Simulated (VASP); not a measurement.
## HfB2: relaxation of cell and atoms with PBEsol

The system is HfB2.

```
CELL_PARAMETERS angstrom
3.14000 0.00000 0.00000
-1.57000 2.71932 0.00000
0.00000 0.00000 3.48000
ATOMIC_POSITIONS crystal
Hf 0.00000 0.00000 0.00000
B 0.33333 0.66667 0.50000
B 0.66667 0.33333 0.50000
```

```yaml
Program: VASP 6.6.1
Task: relaxation of cell and atoms
Functional: PBEsol
Potentials_or_basis: VASP PAW PBE potentials, release 64 (Hf_pv, B)
Cutoff: 600 eV
k_mesh: 12 × 12 × 10
Occupations: fermi-dirac, width 0.1 eV
Spin: no spin polarisation
Dipole_correction: no
Further_INCAR_settings: ALGO = Normal; EDIFF = 1e-07; IBRION = 2; EDIFFG = -0.005; NSW = 80; ISIF = 3
```

| Property | Result |
| --- | --- |
| Relaxed volume | 9.73 Å³/atom |
| Relaxed cell | a = 3.126 Å, b = 3.126 Å, c = 3.449 Å, α = 90.00°, β = 90.00°, γ = 120.00° |
| Space group after relaxing (to 0.1 Å) | P6/mmm (No. 191) |
| Energy gained by relaxing | 2.6 meV/atom |
| Ionic steps | 9 |
| Pressure after relaxing | 0.0 GPa |
| Band gap on the k mesh | zero (bands 8 and 9 overlap by 1.34 eV) |

The path:
```csv
step,energy change (eV),largest force (eV/Å),pressure (GPa),volume (Å³)
1,0.0000,0.0000,-4.48,29.71
2,0.0049,0.0000,6.31,28.54
3,-0.0076,0.0000,0.05,29.19
4,-0.0076,0.0000,0.14,29.18
5,-0.0078,0.0000,0.09,29.18
6,-0.0078,0.0000,0.09,29.18
7,-0.0078,0.0000,0.09,29.18
8,-0.0078,0.0000,-0.09,29.20
9,-0.0078,0.0000,0.01,29.19
```

Final structure:
```
CELL_PARAMETERS angstrom
3.12613 0.00000 0.00000
-1.56307 2.70731 0.00000
0.00000 0.00000 3.44909
ATOMIC_POSITIONS crystal
Hf 0.00000 0.00000 0.00000
B 0.33333 0.66667 0.50000
B 0.66667 0.33333 0.50000
```

Levels at points of the mesh, in eV from the Fermi level:
```tsv
k point	band 6	band 7	band 8	band 9	band 10	band 11
(0.00, 0.00, 0.00)	-3.03	-3.03	-2.77	4.01	4.01	4.73
(0.50, 0.00, 0.00)	-4.24	-3.51	-3.02	2.13	2.69	5.66
(0.00, 0.00, 0.50)	-1.25	-1.25	0.18	0.18	0.92	0.92
(0.50, 0.00, 0.50)	-5.12	-4.86	-2.69	4.04	4.21	6.29
```

Wall time 2.1 min on 1 thread of Intel(R) Xeon(R) 6975P-C (Granite Rapids), on a shared host, peak memory 0.21 GiB.

Caveat: the PAW data sets were made with another functional, which shifts forces and pressure a little; spin-orbit coupling is left out, which moves the levels of the heavy elements.
